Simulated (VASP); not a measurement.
## Si: single point with LDA

The system is Si.

```
Si
1.0
     4.43833   -2.37384    0.00000
     4.43833    2.37384    0.00000
     0.00000    0.00000    5.19446
Si
8
Direct
  0.50000 0.50000 0.77051
  0.50000 0.50000 0.22949
  0.00000 0.00000 0.27051
  0.00000 0.00000 0.72949
  0.72622 0.72622 0.50000
  0.22622 0.22622 0.00000
  0.27378 0.27378 0.50000
  0.77378 0.77378 0.00000
```

This cell differs from its parent crystal: strain -0.025 along x and y, -0.025 along z.

```json
{
  "Program": "VASP 6.6.1",
  "Task": "single point",
  "Functional": "LDA",
  "Potentials or basis": "VASP PAW LDA potentials, release 64 (Si)",
  "Cutoff": "520 eV",
  "k mesh": "10 × 10 × 8",
  "Occupations": "gaussian, width 0.15 eV",
  "Spin": "no spin polarisation",
  "Dipole correction": "no",
  "Further INCAR settings": "ALGO = Normal; EDIFF = 1e-06; NBANDS = 26"
}
```

| Quantity | Value |
| --- | --- |
| Pressure | 10.6 GPa |
| Largest force | 0.161 eV/Å |
| Band gap on the k mesh | zero (bands 16 and 17 overlap by 3.34 eV) |

Forces on the atoms (eV/Å):
```
Si   0.000  0.000 -0.012
Si   0.000  0.000  0.012
Si   0.000  0.000 -0.012
Si   0.000  0.000  0.012
Si   0.161  0.000  0.000
Si   0.161  0.000  0.000
Si  -0.161  0.000  0.000
Si  -0.161  0.000  0.000
```

Stress tensor (GPa, compression positive):
```
10.02  0.00  0.00
 0.00 11.58  0.00
 0.00  0.00 10.07
```

Levels at points of the mesh, in eV from the Fermi level:
```csv
k point,band 13,band 14,band 15,band 16,band 17,band 18,band 19,band 20
"(0.00, 0.00, 0.00)",-2.53,-2.42,-2.24,-2.22,-2.08,-1.78,-1.48,0.93
"(0.50, 0.00, 0.00)",-2.26,-2.26,-0.51,-0.51,2.27,2.27,2.38,2.38
"(0.50, 0.50, 0.00)",-2.78,-2.11,-1.44,0.51,1.10,1.18,1.87,2.59
"(0.00, 0.00, 0.50)",-4.60,-4.60,-3.01,-3.01,2.94,2.94,3.54,3.54
"(0.50, 0.00, 0.50)",-1.26,-1.26,-0.11,-0.11,0.21,0.21,0.28,0.28
"(0.50, 0.50, 0.50)",-1.30,-1.30,-1.20,-1.20,-0.42,-0.42,2.23,2.23
```

Run time: 5.1 min on 1 thread of Intel(R) Xeon(R) Platinum 8375C CPU @ 2.90GHz (Ice Lake), with other jobs on the host, peak memory 0.4 GiB.

Caveat: the cell differs from its parent crystal (strain -0.025 along x and y, -0.025 along z); the cell stands under pressure.
